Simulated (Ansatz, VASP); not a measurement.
**One calculation of GeW, two programs**

```
Ge W
1.0
     1.58780   -4.56569    0.00000
     1.58780    4.56569    0.00000
     0.00000    0.00000    4.37679
Ge W
2 2
Direct
  0.59739 0.40261 0.75000
  0.40261 0.59739 0.25000
  0.87302 0.12698 0.75000
  0.12698 0.87302 0.25000
```

Alike in both runs: functional PBE; k mesh 6 × 6 × 5; occupations gaussian, width 0.2 eV; no spin polarisation.

Ansatz relaxed the structure, and its values are those at the end. VASP's run is a single point on that final structure, the one shown.

|  | VASP | Ansatz |
| --- | --- | --- |
| version | VASP 6.6.1 | Ansatz 0.2.0 |
| potentials or method | VASP PAW PBE potentials, release 64 (Ge_d, W_sv), cutoff 500 eV | scalar-relativistic, plane waves, PAW |
| valence electrons in the cell | 56 | 56 |

```tsv
	VASP	Ansatz	Ansatz less VASP
gap on the k mesh at the Fermi level (eV)	none	none	-
pressure (GPa)	0.3	0.1	-0.26
rms of the force components (eV/Å)	0.005	0.003	-0.0023
```

A gap of «none» marks a metal or a gap that the smearing closes.

Neither program's run includes spin-orbit coupling.
